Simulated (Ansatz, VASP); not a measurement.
# One calculation of ZnO, two programs

```
Zn O
1.0
     3.26019    0.00000    0.00000
    -1.63010    2.82341    0.00000
     0.00000    0.00000    5.22109
Zn O
2 2
Direct
  0.33333 0.66667 0.00000
  0.66667 0.33333 0.50000
  0.33333 0.66667 0.38210
  0.66667 0.33333 0.88210
```

Change from the starting cell: volume scaled by 1.01, crystal datasets.

Alike in both runs: task electric field gradients; functional PBE; k mesh 11 × 11 × 6; occupations fermi-dirac, width 0.02 eV; no spin polarisation.

```csv
,VASP,Ansatz
version,VASP 6.6.1,Ansatz 0.2.0
potentials or method,"VASP PAW PBE potentials, release 64 (Zn, O), cutoff 520 eV","all-electron PAW with datasets made for the crystal, scalar-relativistic"
```

|  | VASP | Ansatz | Ansatz less VASP |
| --- | --- | --- | --- |
| gap on the k mesh at the Fermi level (eV) | 0.78 | 0.81 | +0.031 |
| pressure (GPa) | 4.5 | 3.4 | -1.11 |
| traceless stress, the component that is largest in VASP (GPa) | 0.21 | 0.23 | +0.023 |
| rms of the force components (eV/Å) | 0.019 | 0.018 | -0.0004 |
| size of Vzz on the site where it differs most (V/Å²) | 3.4 | 3.3 | -0.11 |

Atom by atom the forces differ by 0.000 eV/Å (rms over components). Ansatz ran all-electron here, and VASP with PAW potentials.
